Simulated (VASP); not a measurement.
# Tl (P6_3/mmc) in VASP: further runs, part 2 of 3

VASP 6.6.1. Earlier steps stand in the parts before.

**3. Electric field gradients, LDA (29.15 Å³/atom)**

This run uses another cell than the first one, of 29.15 Å³/atom.

INCAR reads:

```
SYSTEM = Tl
PREC = Accurate ; ENCUT = 520
EDIFF = 1E-8 ; ISMEAR = -1
SIGMA = 0.05 ; LREAL = .False.
LASPH = .True. ; NELM = 100
ALGO = Normal ; ISIF = 2
LWAVE = .False. ; LCHARG = .False.
LEFG = .True. ; NBANDS = 20
```

KPOINTS reads:

```
Automatic mesh
0
Gamma
  11 11 6
  0 0 0
```

POSCAR reads:

```
Tl
1.0
    3.4788864299      0.0000000000      0.0000000000
   -1.7394432150      3.0128040252      0.0000000000
    0.0000000000      0.0000000000      5.5615904703
Tl
2
Direct
    0.3333333333      0.6666666667      0.2500000000
    0.6666666667      0.3333333333      0.7500000000
```

Potentials or basis: VASP PAW LDA potentials, release 64 (Tl_d).

Started as:

```console
$ cat potpaw_LDA.64/Tl_d/POTCAR > POTCAR
$ mpirun -np 1 vasp_std > vasp.out
```

OUTCAR:

```text
SYSTEM = Tl
   PREC = Accurate
   ENCUT = 520
   EDIFF = 1E-8
   ISMEAR = -1
   LREAL = .False.
   LASPH = .True.
   NELM = 100
   ISIF = 2

 ion  position               nearest neighbor table
   1  0.333  0.667  0.250-   2 3.43   2 3.43   2 3.43   2 3.43   2 3.43   2 3.43
   2  0.667  0.333  0.750-   1 3.43   1 3.43   1 3.43   1 3.43   1 3.43   1 3.43

  LATTYP: Found a hexagonal cell.
 ALAT       =     3.4788864299
 C/A-ratio  =     1.5986697417

  Lattice vectors:

 A1 = (   3.4788864299,   0.0000000000,   0.0000000000)
 A2 = (  -1.7394432150,   3.0128040252,   0.0000000000)
 A3 = (   0.0000000000,   0.0000000000,   5.5615904703)

Analysis of symmetry for initial positions (statically):
=====================================================================
 Subroutine PRICEL returns:
 Original cell was already a primitive cell.

 Routine SETGRP: Setting up the symmetry group for a
 hexagonal supercell.

 Subroutine GETGRP returns: Found 24 space group operations
 (whereof 12 operations were pure point group operations)
 out of a pool of 24 trial point group operations.

The static configuration has the point symmetry D_3d.
 The point group associated with its full space group is D_6h.

Analysis of symmetry for dynamics (positions and initial velocities):
=====================================================================
 Subroutine PRICEL returns:
 Original cell was already a primitive cell.

 Routine SETGRP: Setting up the symmetry group for a
 hexagonal supercell.

 Subroutine GETGRP returns: Found 24 space group operations
 (whereof 12 operations were pure point group operations)
 out of a pool of 24 trial point group operations.

The dynamic configuration has the point symmetry D_3d.
 The point group associated with its full space group is D_6h.
[... 150 lines left out ...]
 cond. band min:       6.0796188912   @ k =   0.3636   0.0000   0.0000
 fundamental gap:      0.0443140445
 Fermi energy:         6.0361076930

 k-point     1 :       0.0000    0.0000    0.0000
  band No.  band energies     occupation
      1      -5.6312      2.00000
      2      -5.4145      2.00000
      3      -5.3966      2.00000
      4      -5.3966      2.00000
      5      -5.3455      2.00000
      6      -5.3455      2.00000
[... 541 lines left out ...]
     19      16.1370      0.00000
     20      16.9886      0.00000

 [... further k-points ...]
[... 5 lines left out ...]
  --------------------------------------------------------------------------------------
  -------------------------------------------------------------------------------------
  Total       -0.8397184     -0.8397184     -0.8961335      0.0000000      0.0000000     -0.0000000
  in kB      -23.0799103    -23.0799103    -24.6304964      0.0000000      0.0000000     -0.0000000
  external PRESSURE =     -23.5967723 kB  Pullay stress =       0.0000000 kB

 VOLUME and BASIS-vectors are now :
 -----------------------------------------------------------------------------
  energy-cutoff  :      520.00
  volume of cell :       58.29
      direct lattice vectors                 reciprocal lattice vectors
     3.478886430  0.000000000  0.000000000     0.287448303  0.165958355  0.000000000
    -1.739443215  3.012804025  0.000000000     0.000000000  0.331916710  0.000000000
     0.000000000  0.000000000  5.561590470     0.000000000  0.000000000  0.179804681

 POSITION                                       TOTAL-FORCE (eV/Angst)
 -----------------------------------------------------------------------------------
     -0.00000      2.00854      1.39040         0.000000      0.000000      0.000000
      1.73944      1.00427      4.17119        -0.000000     -0.000000      0.000000
 -----------------------------------------------------------------------------------
    total drift:                                0.000000     -0.000000      0.000000

  FREE ENERGIE OF THE ION-ELECTRON SYSTEM (eV)
  ---------------------------------------------------
  free  energy   TOTEN  =        -5.8511215814 eV

  energy  without entropy=       -5.8415988334  energy(sigma->0) =       -5.84636021

 Electric field gradients (V/A^2)
---------------------------------------------------------------------
 ion       V_xx      V_yy      V_zz      V_xy      V_xz      V_yz
---------------------------------------------------------------------
   1      11.039    11.040   -22.079     0.000     0.000    -0.000
   2      11.039    11.040   -22.079     0.000    -0.000     0.000
---------------------------------------------------------------------

 Electric field gradients after diagonalization (V/A^2)
 (convention: |V_zz| > |V_xx| > |V_yy|)
----------------------------------------------------------------------
 ion       V_xx      V_yy      V_zz     asymmetry (V_yy - V_xx)/ V_zz
----------------------------------------------------------------------
   1      11.040    11.039   -22.079       0.000
   2      11.040    11.039   -22.079       0.000
----------------------------------------------------------------------

           NMR quadrupolar parameters

 Cq : quadrupolar parameter    Cq=e*Q*V_zz/h
 eta: asymmetry parameters     (V_yy - V_xx)/ V_zz
 Q  : nuclear electric quadrupole moment in mb (millibarn)
----------------------------------------------------------------------
 ion       Cq(MHz)       eta       Q (mb)
----------------------------------------------------------------------
   1      -0.053       0.000       1.000
   2      -0.053       0.000       1.000
----------------------------------------------------------------------
```

OSZICAR:

```text
N       E                     dE             d eps       ncg     rms          rms(c)
DAV:   1     0.131052811687E+03    0.13105E+03   -0.14251E+04  2568   0.123E+03
DAV:   2    -0.333107289630E+01   -0.13438E+03   -0.13193E+03  2844   0.276E+02
DAV:   3    -0.589839157841E+01   -0.25673E+01   -0.25572E+01  2960   0.335E+01
DAV:   4    -0.591395195056E+01   -0.15560E-01   -0.15559E-01  2752   0.286E+00
DAV:   5    -0.591416931475E+01   -0.21736E-03   -0.21736E-03  2868   0.334E-01    0.292E+00
DAV:   6    -0.586177410192E+01    0.52395E-01   -0.88087E-02  2724   0.226E+00    0.206E+00
DAV:   7    -0.585200369588E+01    0.97704E-02   -0.33987E-02  2744   0.138E+00    0.737E-01
DAV:   8    -0.585111996648E+01    0.88373E-03   -0.25041E-03  2696   0.393E-01    0.368E-02
DAV:   9    -0.585112207993E+01   -0.21135E-05   -0.11920E-05  2880   0.295E-02    0.768E-03
DAV:  10    -0.585112158306E+01    0.49687E-06   -0.86238E-07  2808   0.769E-03    0.838E-04
DAV:  11    -0.585112158234E+01    0.71896E-09   -0.10701E-07  2752   0.232E-03    0.344E-04
DAV:  12    -0.585112158136E+01    0.98134E-09   -0.37876E-09  1464   0.519E-04
   1 F= -.58511216E+01 E0= -.58463602E+01  d E =-.952275E-02
```

stdout:

```text
POSCAR found type information on POSCAR Tl
 POSCAR found :  1 types and       2 ions
 scaLAPACK will be used
 LDA part: xc-table for (Slater(with rela. corr.)+CA(PZ))
 , standard interpolation
 POSCAR, INCAR and KPOINTS ok, starting setup
 FFT: planning ... GRIDC
 FFT: planning ... GRID_SOFT
 FFT: planning ... GRID
 WAVECAR not read
 entering main loop
ion   1

ion   2
```

It took 48 s on 1 thread of Intel Xeon Platinum 8259CL at 2.50GHz (Skylake/Cascade Lake), shared host; peak memory 0.19 GiB.

What came out:

```yaml
Free_energy: -5.8511 eV
Pressure: -2.4 GPa
Band_gap_on_the_k_mesh: zero (bands 13 and 14 overlap by 5.50 eV)
Largest_electric_field_gradient_by_atom: Tl -22.1 V/Å²
```

Levels at points of the mesh, in eV from the Fermi level:
```csv
k point,band 10,band 11,band 12,band 13,band 14,band 15,band 16,band 17
"(0.00, 0.00, 0.00)",-10.99,-9.89,-5.09,-2.73,7.83,7.83,9.89,9.89
"(0.00, 0.00, 0.50)",-11.10,-8.48,-8.48,3.32,3.32,8.80,8.80,8.80
```

Electric field gradients, principal values (V/Å²):
```csv
atom,least,middle,greatest (by size)
1 Tl,11.039,11.040,-22.079
2 Tl,11.039,11.040,-22.079
```

Caveat: without QUAD_EFG the Cq values of the log hold for a quadrupole moment of 1 mb, not for the nuclei; spin-orbit coupling is left out, which moves the levels of the heavy elements.

**4. Electric field gradients, LDA (29.72 Å³/atom)**

This run uses another cell than the first one, of 29.72 Å³/atom.

INCAR, as its differences from that of step 3:

```diff
@@ -4,3 +4,3 @@
 SIGMA = 0.05 ; LREAL = .False.
-LASPH = .True. ; NELM = 100
+LASPH = .True. ; NELM = 60
 ALGO = Normal ; ISIF = 2
```

KPOINTS reads:

```
regular mesh
0
Gamma
  11 11 6
  0 0 0
```

POSCAR reads:

```
Tl
1.0
    3.5014772345      0.0000000000      0.0000000000
   -1.7507386173      3.0323682359      0.0000000000
    0.0000000000      0.0000000000      5.5977057061
Tl
2
Direct
    0.3333333333      0.6666666667      0.2500000000
    0.6666666667      0.3333333333      0.7500000000
```

Potentials or basis: VASP PAW LDA potentials, release 64 (Tl_d).

Started as:

```console
$ cat potpaw_LDA.64/Tl_d/POTCAR > POTCAR
$ mpirun -np 1 vasp_std > vasp.out
```

OUTCAR:

```text
SYSTEM = Tl
   PREC = Accurate
   ENCUT = 520
   EDIFF = 1E-8
   ISMEAR = -1
   LREAL = .False.
   LASPH = .True.
   NELM = 60
   ISIF = 2

 ion  position               nearest neighbor table
   1  0.333  0.667  0.250-   2 3.45   2 3.45   2 3.45   2 3.45   2 3.45   2 3.45
   2  0.667  0.333  0.750-   1 3.45   1 3.45   1 3.45   1 3.45   1 3.45   1 3.45

  LATTYP: Found a hexagonal cell.
 ALAT       =     3.5014772345
 C/A-ratio  =     1.5986697417

  Lattice vectors:

 A1 = (   3.5014772345,   0.0000000000,   0.0000000000)
 A2 = (  -1.7507386173,   3.0323682359,   0.0000000000)
 A3 = (   0.0000000000,   0.0000000000,   5.5977057061)

Analysis of symmetry for initial positions (statically):
=====================================================================
 Subroutine PRICEL returns:
 Original cell was already a primitive cell.

 Routine SETGRP: Setting up the symmetry group for a
 hexagonal supercell.

 Subroutine GETGRP returns: Found 24 space group operations
 (whereof 12 operations were pure point group operations)
[... 742 lines left out ...]
     3.501477234  0.000000000  0.000000000     0.285593746  0.164887626  0.000000000
    -1.750738617  3.032368236  0.000000000     0.000000000  0.329775252  0.000000000
     0.000000000  0.000000000  5.597705706     0.000000000  0.000000000  0.178644618

 POSITION                                       TOTAL-FORCE (eV/Angst)
 -----------------------------------------------------------------------------------
     -0.00000      2.02158      1.39943         0.000000      0.000000      0.000000
      1.75074      1.01079      4.19828        -0.000000      0.000000      0.000000
 -----------------------------------------------------------------------------------
    total drift:                               -0.000000      0.000000      0.000000

  FREE ENERGIE OF THE ION-ELECTRON SYSTEM (eV)
  ---------------------------------------------------
  free  energy   TOTEN  =        -5.8329290556 eV

  energy  without entropy=       -5.8233646718  energy(sigma->0) =       -5.82814686

 Electric field gradients (V/A^2)
---------------------------------------------------------------------
 ion       V_xx      V_yy      V_zz      V_xy      V_xz      V_yz
---------------------------------------------------------------------
   1      10.675    10.676   -21.351     0.001     0.000    -0.000
   2      10.675    10.676   -21.351     0.001    -0.000     0.000
---------------------------------------------------------------------

 Electric field gradients after diagonalization (V/A^2)
 (convention: |V_zz| > |V_xx| > |V_yy|)
----------------------------------------------------------------------
 ion       V_xx      V_yy      V_zz     asymmetry (V_yy - V_xx)/ V_zz
----------------------------------------------------------------------
   1      10.676    10.675   -21.351       0.000
   2      10.676    10.675   -21.351       0.000
----------------------------------------------------------------------

           NMR quadrupolar parameters

 Cq : quadrupolar parameter    Cq=e*Q*V_zz/h
 eta: asymmetry parameters     (V_yy - V_xx)/ V_zz
 Q  : nuclear electric quadrupole moment in mb (millibarn)
----------------------------------------------------------------------
 ion       Cq(MHz)       eta       Q (mb)
----------------------------------------------------------------------
   1      -0.052       0.000       1.000
   2      -0.052       0.000       1.000
----------------------------------------------------------------------
```

stdout:

```text
POSCAR found type information on POSCAR Tl
 POSCAR found :  1 types and       2 ions
 scaLAPACK will be used
 LDA part: xc-table for (Slater(with rela. corr.)+CA(PZ))
 , standard interpolation
 POSCAR, INCAR and KPOINTS ok, starting setup
 FFT: planning ... GRIDC
 FFT: planning ... GRID_SOFT
 FFT: planning ... GRID
 WAVECAR not read
 entering main loop
ion   1

ion   2
```

Wall time 47 s (1 thread of Intel Xeon Platinum 8259CL at 2.50GHz (Skylake/Cascade Lake), shared host); peak memory 0.19 GiB.

What came out:

```yaml
Free_energy: -5.8329 eV
Pressure: -2.9 GPa
Band_gap_on_the_k_mesh: zero (bands 13 and 14 overlap by 5.37 eV)
Largest_electric_field_gradient_by_atom: Tl -21.4 V/Å²
```

Stress tensor (GPa, compression positive):
```
-2.81  0.00  0.00
 0.00 -2.81  0.00
 0.00  0.00 -3.11
```

Levels at points of the mesh, in eV from the Fermi level:
```tsv
k point	band 9	band 10	band 11	band 12	band 13	band 14	band 15	band 16	band 17	band 18
(0.00, 0.00, 0.00)	-10.99	-10.99	-9.76	-5.10	-2.65	7.71	7.71	9.72	9.72	10.29
(0.00, 0.00, 0.50)	-11.09	-11.09	-8.38	-8.38	3.25	3.25	8.65	8.65	8.65	8.65
```

Electric field gradients, principal values (V/Å²):
| atom | least | middle | greatest (by size) |
| --- | --- | --- | --- |
| 1 Tl | 10.675 | 10.676 | -21.351 |
| 2 Tl | 10.675 | 10.676 | -21.351 |

Caveat: without QUAD_EFG the Cq values of the log hold for a quadrupole moment of 1 mb, not for the nuclei; spin-orbit coupling is left out, which moves the levels of the heavy elements.

**5. Electric field gradients, LDA (30.29 Å³/atom)**

This run uses another cell than the first one, of 30.29 Å³/atom.

INCAR reads:

```
ALGO     = Normal         # electronic algorithm
EDIFF    = 1E-8           # SCF threshold, eV
ENCUT    = 520            # plane-wave cutoff, eV
GGA      = CA             # functional
ISIF     = 2              # what is computed and relaxed
ISMEAR   = -1             # smearing method
LASPH    = T              # aspherical terms in the spheres
LCHARG   = F              # write CHGCAR
LEFG     = T            
LREAL    = F              # projectors in reciprocal space
LWAVE    = F              # write WAVECAR
NBANDS   = 20             # bands
NELM     = 80             # most SCF steps
PREC     = Accurate       # precision mode
SIGMA    = 0.05           # smearing width, eV
```

KPOINTS reads:

```
k-points
0
Gamma
  11 11 6
```

POSCAR reads:

```
Tl
1.0
    3.5237802386      0.0000000000      0.0000000000
   -1.7618901193      3.0516832040      0.0000000000
    0.0000000000      0.0000000000      5.6333608439
Tl
2
Direct
    0.3333333333      0.6666666667      0.2500000000
    0.6666666667      0.3333333333      0.7500000000
```

Potentials or basis: VASP PAW LDA potentials, release 64 (Tl_d).

Started as:

```console
$ cat potpaw_LDA.64/Tl_d/POTCAR > POTCAR
$ mpirun -np 1 vasp_std > vasp.out
```

OUTCAR:

```text
EDIFF = 1E-8
   ENCUT = 520
   GGA = CA
   ISIF = 2
   ISMEAR = -1
   LASPH = T
   LREAL = F
   NELM = 80
   PREC = Accurate

 ion  position               nearest neighbor table
   1  0.333  0.667  0.250-   2 3.47   2 3.47   2 3.47   2 3.47   2 3.47   2 3.47
   2  0.667  0.333  0.750-   1 3.47   1 3.47   1 3.47   1 3.47   1 3.47   1 3.47

  LATTYP: Found a hexagonal cell.
 ALAT       =     3.5237802386
 C/A-ratio  =     1.5986697417

  Lattice vectors:

[... 766 lines left out ...]

  FREE ENERGIE OF THE ION-ELECTRON SYSTEM (eV)
  ---------------------------------------------------
  free  energy   TOTEN  =        -5.8110997989 eV

  energy  without entropy=       -5.8015063363  energy(sigma->0) =       -5.80630307

 Electric field gradients (V/A^2)
---------------------------------------------------------------------
 ion       V_xx      V_yy      V_zz      V_xy      V_xz      V_yz
---------------------------------------------------------------------
   1      10.425    10.426   -20.852     0.001     0.000    -0.000
   2      10.425    10.426   -20.852     0.001    -0.000     0.000
---------------------------------------------------------------------

 Electric field gradients after diagonalization (V/A^2)
 (convention: |V_zz| > |V_xx| > |V_yy|)
----------------------------------------------------------------------
 ion       V_xx      V_yy      V_zz     asymmetry (V_yy - V_xx)/ V_zz
----------------------------------------------------------------------
   1      10.427    10.425   -20.852       0.000
   2      10.427    10.425   -20.852       0.000
----------------------------------------------------------------------

           NMR quadrupolar parameters

 Cq : quadrupolar parameter    Cq=e*Q*V_zz/h
 eta: asymmetry parameters     (V_yy - V_xx)/ V_zz
 Q  : nuclear electric quadrupole moment in mb (millibarn)
----------------------------------------------------------------------
 ion       Cq(MHz)       eta       Q (mb)
----------------------------------------------------------------------
   1      -0.050       0.000       1.000
   2      -0.050       0.000       1.000
----------------------------------------------------------------------
```

OSZICAR:

```text
N       E                     dE             d eps       ncg     rms          rms(c)
DAV:   1     0.128594661736E+03    0.12859E+03   -0.14117E+04  2576   0.122E+03
DAV:   2    -0.329775960944E+01   -0.13189E+03   -0.12925E+03  2788   0.272E+02
DAV:   3    -0.585258481365E+01   -0.25548E+01   -0.25438E+01  2940   0.331E+01
DAV:   4    -0.586860800324E+01   -0.16023E-01   -0.16022E-01  2728   0.284E+00
DAV:   5    -0.586883996475E+01   -0.23196E-03   -0.23196E-03  2872   0.339E-01    0.257E+00
DAV:   6    -0.582078225225E+01    0.48058E-01   -0.82038E-02  2716   0.214E+00    0.184E+00
DAV:   7    -0.581186666445E+01    0.89156E-02   -0.29785E-02  2764   0.126E+00    0.712E-01
DAV:   8    -0.581109836595E+01    0.76830E-03   -0.18264E-03  2708   0.338E-01    0.347E-02
DAV:   9    -0.581110020920E+01   -0.18432E-05   -0.90921E-06  2872   0.259E-02    0.756E-03
DAV:  10    -0.581109979604E+01    0.41316E-06   -0.85980E-07  2788   0.794E-03    0.624E-04
DAV:  11    -0.581109979887E+01   -0.28367E-08   -0.51211E-08  2764   0.153E-03
   1 F= -.58110998E+01 E0= -.58063031E+01  d E =-.959346E-02
```

Run time: 51 s. Hardware: 1 thread of Intel Xeon Platinum 8259CL at 2.50GHz (Skylake/Cascade Lake), shared host; peak memory 0.19 GiB.

What came out:

```
Free energy                             : -5.8111 eV
Pressure                                : -3.4 GPa
Band gap on the k mesh                  : zero (bands 13 and 14 overlap by 5.23 eV)
Largest electric field gradient by atom : Tl -20.9 V/Å²
```

Electric field gradients, principal values (V/Å²):
```csv
atom,least,middle,greatest (by size)
1 Tl,10.425,10.427,-20.852
2 Tl,10.425,10.427,-20.852
```

Caveat: the cell stands under tension; without QUAD_EFG the Cq values of the log hold for a quadrupole moment of 1 mb, not for the nuclei; spin-orbit coupling is left out, which moves the levels of the heavy elements.

[end of part 2 of 3]

The gap in the log of VASP goes by the Fermi energy; the results here count the filled bands.